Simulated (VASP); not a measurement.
# WC in VASP: notebook

The runs below take WC through electric field gradients, with PBE, PBE+D4.

Everything below comes from runs of VASP 6.6.1. Logs are shortened: lines on timing, memory, paths and dates and some standing lists are left out, and cuts for length are marked.

**1. The cell of the first run**

It takes space group P-6m2 (No. 187, hexagonal). The conventional cell has a = 2.910 Å, b = 2.910 Å, c = 2.838 Å, α = 90.00°, β = 90.00°, γ = 120.00°. Within 3.0 Å of W (site symmetry -6m2) lie 6 C at 2.20 Å and 8 W at 2.84 to 2.91 Å. C (site symmetry -6m2) has 6 W at 2.20 Å and 8 C at 2.84 to 2.91 Å within 3.0 Å.

**2. Electric field gradients, PBE (10.41 Å³/atom)**

INCAR reads:

```
ALGO = Normal
EDIFF = 1E-8
ENCUT = 910
GGA = PE
GGA_COMPAT = F
ISIF = 2
ISMEAR = -1
LASPH = T
LCHARG = F
LEFG = T
LREAL = F
LWAVE = F
NBANDS = 16
NELM = 120
PREC = Accurate
SIGMA = 0.05
```

KPOINTS reads:

```
k-points
0
Gamma
  13 13 12
```

POSCAR reads:

```
WC
1.0
    2.9101377242      0.0000000000      0.0000000000
   -1.4550688621      2.5202531977      0.0000000000
    0.0000000000      0.0000000000      2.8383987401
W C
1 1
Direct
    0.0000000000      0.0000000000      0.0000000000
    0.6666666667      0.3333333333      0.5000000000
```

Potentials or basis: VASP PAW PBE potentials, release 64 (W_sv, C_h).

Command:

```bash
cat potpaw_PBE.64/W_sv/POTCAR potpaw_PBE.64/C_h/POTCAR > POTCAR
mpirun -np 1 vasp_std > vasp.out
```

OUTCAR:

```text
EDIFF = 1E-8
   ENCUT = 910
   GGA = PE
   ISIF = 2
   ISMEAR = -1
   LASPH = T
   LREAL = F
   NELM = 120
   PREC = Accurate

 ion  position               nearest neighbor table
   1  0.000  0.000  0.000-   2 2.20   2 2.20   2 2.20   2 2.20   2 2.20   2 2.20
   2  0.667  0.333  0.500-   1 2.20   1 2.20   1 2.20   1 2.20   1 2.20   1 2.20

  LATTYP: Found a hexagonal cell.
 ALAT       =     2.9101377242
 C/A-ratio  =     0.9753485948

  Lattice vectors:

 A1 = (   2.9101377242,   0.0000000000,   0.0000000000)
 A2 = (  -1.4550688621,   2.5202531977,   0.0000000000)
 A3 = (   0.0000000000,   0.0000000000,   2.8383987401)

Analysis of symmetry for initial positions (statically):
=====================================================================
 Subroutine PRICEL returns:
 Original cell was already a primitive cell.

 Routine SETGRP: Setting up the symmetry group for a
 hexagonal supercell.

 Subroutine GETGRP returns: Found 12 space group operations
 (whereof 12 operations were pure point group operations)
 out of a pool of 24 trial point group operations.

The static configuration has the point symmetry D_3h.

Analysis of symmetry for dynamics (positions and initial velocities):
=====================================================================
 Subroutine PRICEL returns:
 Original cell was already a primitive cell.

 Routine SETGRP: Setting up the symmetry group for a
 hexagonal supercell.

 Subroutine GETGRP returns: Found 12 space group operations
 (whereof 12 operations were pure point group operations)
 out of a pool of 24 trial point group operations.

The dynamic configuration has the point symmetry D_3h.

 Subroutine INISYM returns: Found 12 space group operations
 (whereof 12 operations are pure point group operations),
 and found     1 'primitive' translations

----------------------------------------------------------------------------------------

                                     Primitive cell

  volume of cell :      20.8176

  direct lattice vectors                    reciprocal lattice vectors
     2.910137724  0.000000000  0.000000000     0.343626349  0.198392765  0.000000000
    -1.455068862  2.520253198  0.000000000     0.000000000  0.396785530  0.000000000
     0.000000000  0.000000000  2.838398740     0.000000000  0.000000000  0.352311318

  length of vectors
     2.910137724  2.910137724  2.838398740     0.396785530  0.396785530  0.352311318

  position of ions in fractional coordinates (direct lattice)
     0.000000000  0.000000000  0.000000000
     0.666666667  0.333333333  0.500000000

  ion indices of the primitive-cell ions
   primitive index   ion index
                 1           1
                 2           2

----------------------------------------------------------------------------------------

 KPOINTS: k-points

Automatic generation of k-mesh.
 Grid dimensions read from file:
 generate k-points for:   13   13   12

 Generating k-lattice:

  Cartesian coordinates                     Fractional coordinates (reciprocal lattice)
     0.026432796  0.015260982  0.000000000     0.076923077  0.000000000  0.000000000
     0.000000000  0.030521964  0.000000000     0.000000000  0.076923077  0.000000000
     0.000000000  0.000000000  0.029359276     0.000000000  0.000000000  0.083333333

  Length of vectors
     0.030521964  0.030521964  0.029359276

  Shift w.r.t. Gamma in fractional coordinates (k-lattice)
     0.000000000  0.000000000  0.000000000

 Subroutine IBZKPT returns following result:
 ===========================================

 Found    147 irreducible k-points:

 Following reciprocal coordinates:
            Coordinates               Weight
  0.000000  0.000000  0.000000      1.000000
  0.076923  0.000000  0.000000      6.000000
  0.153846  0.000000  0.000000      6.000000
  0.230769  0.000000  0.000000      6.000000
  0.307692  0.000000  0.000000      6.000000
  0.384615  0.000000  0.000000      6.000000
[... 16 lines left out ...]
  0.076923  0.000000  0.083333     12.000000
  0.153846  0.000000  0.083333     12.000000
 [... further k-points ...]
   k-points           NKPTS =    147   k-points in BZ     NKDIM =    147   number of bands    NBANDS=     16
   number of dos      NEDOS =    301   number of ions     NIONS =      2
   total plane-waves  NPLWV =  25200
   dimension x,y,z NGX =    30 NGY =   30 NGZ =   28
   dimension x,y,z NGXF=    60 NGYF=   60 NGZF=   56
   ions per type =               1   1
   NGX,Y,Z   is equivalent  to a cutoff of  17.14, 17.14, 16.40 a.u.
   NGXF,Y,Z  is equivalent  to a cutoff of  34.28, 34.28, 32.80 a.u.
 SYSTEM =  unknown system
   PREC   = accura    normal or accurate (medium, high low for compatibility)
   ISTART =      0    job   : 0-new  1-cont  2-samecut
   ICHARG =      2    charge: 1-file 2-atom 10-const
   ISPIN  =      1    spin polarized calculation?
   LNONCOLLINEAR =      F non collinear calculations
   LSORBIT =      F    spin-orbit coupling
   LASPH  =      T    aspherical Exc in radial PAW
   ENCUT  =  910.0 eV  66.88 Ry    8.18 a.u.   7.16  7.16  6.98*2*pi/ulx,y,z
   NELM   =    120;   NELMIN=  2; NELMDL= -5     # of ELM steps
   EDIFF  = 0.1E-07   stopping-criterion for ELM
   LREAL  =      F    real-space projection
   EDIFFG = 0.1E-06   stopping-criterion for IOM
   NSW    =      0    number of steps for IOM
   IBRION =     -1    ionic relax: 0-MD 1-quasi-New 2-CG
   NFREE  =      0    steps in history (QN), initial steepest desc. (CG)
   ISIF   =      2    stress and relaxation
   ISYM   =      2    0-nonsym 1-usesym 2-fastsym
   POTIM  = 0.5000    time-step for ionic-motion
   TEBEG  =    0.0;   TEEND  =   0.0 temperature during run
   PSTRESS=    0.0 pullay stress
   NELECT =      18.0000    total number of electrons
   NUPDOWN=      -1.0000    fix difference up-down
   EMIN   =  10.00;   EMAX   =-10.00  energy-range for DOS
   EFERMI =   0.00;   METHOD = LEGACY
   ISMEAR =    -1;   SIGMA  =   0.05  broadening in eV -4-tet -1-fermi 0-gaus
   EFERMI_NEDOS =   21; number of points for ismear=-14 and -15
   IALGO  =     38    algorithm
   IMIX   =      4    mixing-type and parameters
     AMIX     =   0.40;   BMIX     =  1.00
     AMIX_MAG =   1.60;   BMIX_MAG =  1.00
  volume/ion in A,a.u.               =      10.41        70.24
  Fermi-wavevector in a.u.,A,eV,Ry     =   1.559631  2.947276 33.095491  2.432450
  Thomas-Fermi vector in A             =   2.662961
   LORBIT       =      0    0 simple, 1 ext, 2 COOP (PROOUT), +10 PAW based schemes
   GGA     = PE    functional components
   LHFCALC =     F    Hartree Fock is set to
   AEXX    =    0.0000 exact exchange contribution
   IVDW    =     0    specifies the selected vdW correction
   LEPSILON=     F    determine dielectric tensor
   LRPA    =     F    only Hartree local field effects (RPA)
 non-spin polarized calculation
  energy-cutoff  :      910.00
  volume of cell :       20.82
 maximum number of plane-waves:      1316
 NGX is ok and might be reduce to    30
   NGX = 15   NGY = 15   NGZ = 13

 number of electron      18.0000001 magnetization

 Free energy of the ion-electron system (eV)
  ---------------------------------------------------
  ext. energy  EPLUGINS =         0.00000000
  ---------------------------------------------------
  free energy    TOTEN  =       -22.45254614 eV

  energy without entropy =      -22.44974406  energy(sigma->0) =      -22.45114510

 E-fermi :  11.3719     XC(G=0): -13.8166

 val. band max:       11.3293795745   @ k =   0.4615   0.0769   0.4167
 cond. band min:      11.3787073905   @ k =   0.0769   0.0769   0.4167
 fundamental gap:      0.0493278160
 Fermi energy:        11.3719312174

 k-point     1 :       0.0000    0.0000    0.0000
  band No.  band energies     occupation
      1     -62.6440      2.00000
      2     -26.6217      2.00000
      3     -26.5258      2.00000
      4     -26.5258      2.00000
      5      -3.0613      2.00000
      6       7.0723      2.00000
[... 8 lines left out ...]
     15      25.6823      0.00000
     16      28.0703      0.00000
[... 419 lines left out ...]
 k-point    24 :       0.1538    0.0000    0.0833
  band No.  band energies     occupation
      1     -62.6290      2.00000
      2     -26.7028      2.00000
      3     -26.6481      2.00000
      4     -26.5624      2.00000
      5      -2.3112      2.00000
      6       6.8755      2.00000
[... 8 lines left out ...]
     15      24.9644      0.00000
     16      29.2091      0.00000

 [... further k-points ...]

------------------------ aborting loop because EDIFF is reached ----------------------------------------

  FORCE on cell =-STRESS in cart. coord.  units (eV):
  Direction    XX          YY          ZZ          XY          YZ          ZX
  --------------------------------------------------------------------------------------
  -------------------------------------------------------------------------------------
  Total        0.6969234      0.6969234      0.6753417     -0.0000000      0.0000000      0.0000000
  in kB       53.6370039     53.6370039     51.9760236     -0.0000000      0.0000000      0.0000000
  external PRESSURE =      53.0833438 kB  Pullay stress =       0.0000000 kB

 VOLUME and BASIS-vectors are now :
 -----------------------------------------------------------------------------
  energy-cutoff  :      910.00
  volume of cell :       20.82
      direct lattice vectors                 reciprocal lattice vectors
     2.910137724  0.000000000  0.000000000     0.343626349  0.198392765  0.000000000
    -1.455068862  2.520253198  0.000000000     0.000000000  0.396785530  0.000000000
     0.000000000  0.000000000  2.838398740     0.000000000  0.000000000  0.352311318

 POSITION                                       TOTAL-FORCE (eV/Angst)
 -----------------------------------------------------------------------------------
      0.00000      0.00000      0.00000         0.000000      0.000000      0.000000
      1.45507      0.84008      1.41920        -0.000000      0.000000      0.000000
 -----------------------------------------------------------------------------------
    total drift:                               -0.000000      0.000000      0.000000

  FREE ENERGIE OF THE ION-ELECTRON SYSTEM (eV)
  ---------------------------------------------------
  free  energy   TOTEN  =       -22.4525461430 eV

  energy  without entropy=      -22.4497440575  energy(sigma->0) =      -22.45114510

 Electric field gradients (V/A^2)
---------------------------------------------------------------------
 ion       V_xx      V_yy      V_zz      V_xy      V_xz      V_yz
---------------------------------------------------------------------
   1      70.254    70.254  -140.508    -0.000    -0.000    -0.000
   2      -0.129    -0.129     0.259     0.000     0.000    -0.000
---------------------------------------------------------------------

 Electric field gradients after diagonalization (V/A^2)
 (convention: |V_zz| > |V_xx| > |V_yy|)
----------------------------------------------------------------------
 ion       V_xx      V_yy      V_zz     asymmetry (V_yy - V_xx)/ V_zz
----------------------------------------------------------------------
   1      70.254    70.254  -140.508       0.000
   2      -0.129    -0.129     0.259       0.001
----------------------------------------------------------------------

           NMR quadrupolar parameters

 Cq : quadrupolar parameter    Cq=e*Q*V_zz/h
 eta: asymmetry parameters     (V_yy - V_xx)/ V_zz
 Q  : nuclear electric quadrupole moment in mb (millibarn)
----------------------------------------------------------------------
 ion       Cq(MHz)       eta       Q (mb)
----------------------------------------------------------------------
   1      -0.340       0.000       1.000
   2       0.001       0.001       1.000
----------------------------------------------------------------------
```

Wall time 44 s (1 thread of Intel Xeon 6975P-C (Granite Rapids), shared host); peak memory 0.25 GiB.

What came out:

| Item | Value |
| --- | --- |
| Free energy | -22.4525 eV |
| Pressure | 5.3 GPa |
| Band gap on the k mesh | zero (bands 9 and 10 overlap by 1.27 eV) |
| Largest electric field gradient by atom | W -140.5; C +0.3 V/Å² |

Levels at points of the mesh, in eV from the Fermi level:
```csv
k point,band 6,band 7,band 8,band 9,band 10,band 11,band 12,band 13
"(0.00, 0.00, 0.00)",-4.30,-3.33,-3.33,0.08,3.22,3.22,5.60,5.60
"(0.00, 0.00, 0.50)",-8.64,-2.02,-2.02,-0.59,-0.59,3.66,4.51,4.51
```

Electric field gradients, principal values (V/Å²):
```csv
atom,least,middle,greatest (by size)
1 W,70.254,70.254,-140.508
2 C,-0.129,-0.129,0.259
```

Caveat: the cutoff is under 1.25 times the usual one of these potentials, so pressure, stress and relaxed cells hold a basis-set (Pulay) error; the cell stands under pressure; without QUAD_EFG the Cq values of the log hold for a quadrupole moment of 1 mb, not for the nuclei; spin-orbit coupling is left out, which moves the levels of the heavy elements.

[end of part 1 of 3]
